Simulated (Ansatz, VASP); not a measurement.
**One calculation of Ti, two programs**

```
Ti
1.0
    -1.67382    1.64100    1.64100
     1.67382   -1.64100    1.64100
     1.67382    1.64100   -1.64100
Ti
1
Direct
  0.00000 0.00000 0.00000
```

Change from the starting cell: strain +0.0200 x Voigt [1, 0, 0, 0, 0, 0], atoms carried along.

Alike in both runs: task single point; functional PBEsol; k mesh 20 × 20 × 20; occupations gaussian, width 0.15 eV; no spin polarisation.

|  | VASP | Ansatz |
| --- | --- | --- |
| version | VASP 6.6.1 | Ansatz 0.2.0 |
| potentials or method | VASP PAW PBE potentials, release 64 (Ti_sv), cutoff 520 eV | scalar-relativistic, plane waves, PAW |
| valence electrons in the cell | 12 | 12 |

VASP gave:

```
gap on the k mesh at the Fermi level (eV)                     : none
pressure (GPa)                                                : -8.5
traceless stress, the component that is largest in VASP (GPa) : 0.32
```

Estimate Ansatz's values.

gap on the k mesh at the Fermi level (eV): none; pressure (GPa): -8.4; traceless stress, the component that is largest in VASP (GPa): 0.33.

VASP's potentials were made for PBE, not for PBEsol. A gap of «none» marks a metal or a gap that the smearing closes. With one functional, cell and mesh, what is left measures potentials, basis and numerics.
